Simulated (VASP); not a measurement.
## CoH3: single point with PBE

Crystal: CoH3.

```
Co H
1.0
     0.00000    2.08253    2.08253
     2.08253    0.00000    2.08253
     2.08253    2.08253    0.00000
Co H
1 3
Direct
  0.00000 0.00000 0.00000
  0.25000 0.25000 0.25000
  0.75000 0.75000 0.75000
  0.50000 0.50000 0.50000
```

The cell was generated, and may not be a known phase.

```yaml
Program: VASP 6.6.1
Task: single point
Functional: PBE
Potentials_or_basis: VASP PAW PBE potentials, release 64 (Co, H)
Cutoff: 520 eV
k_mesh: 6 × 6 × 6
Occupations: gaussian, width 0.1 eV
Spin: collinear spin, ferromagnetic start
Starting_moments: "[3.0, 0.0, 0.0, 0.0] μB"
```

- Pressure: -0.3 GPa
- Band gap on the k mesh: 0.73 eV
- Net moment: 0.00 μB per cell
- Valence electrons inside the program's atomic spheres: Co 8.43; H 0.53, 0.43 (each value once)

Levels at points of the mesh, in eV from the valence-band top:
Spin up:
```csv
k point,band 2,band 3,band 4,band 5,band 6,band 7,band 8,band 9,band 10,band 11
"(0.00, 0.00, 0.00)",-2.29,-2.29,-2.29,-1.26,-1.26,1.60,5.33,14.74,14.74,14.74
"(0.50, 0.00, 0.00)",-8.79,-2.32,-2.32,-0.79,-0.79,0.92,1.66,12.05,12.76,12.76
"(0.50, 0.50, 0.00)",-7.40,-6.47,-0.74,-0.70,-0.70,1.70,4.88,5.56,5.56,7.46
```
Spin down:
```
           k point  band 4  band 5  band 6  band 7  band 8  band 9
(0.00, 0.00, 0.00)   -2.29   -1.26   -1.26    1.60    5.33   14.74
(0.50, 0.00, 0.00)   -2.32   -0.79   -0.79    0.92    1.66   12.05
(0.50, 0.50, 0.00)   -0.74   -0.69   -0.69    1.70    4.88    5.56
```

Wall time 7.2 s on 1 thread of Intel(R) Xeon(R) 6975P-C (Granite Rapids), on a shared host, peak memory 0.15 GiB.

Caveat: the k points lie up to 0.44 Å⁻¹ apart; the moments typed at the start vanished in this run. A k mesh can miss the band edges.
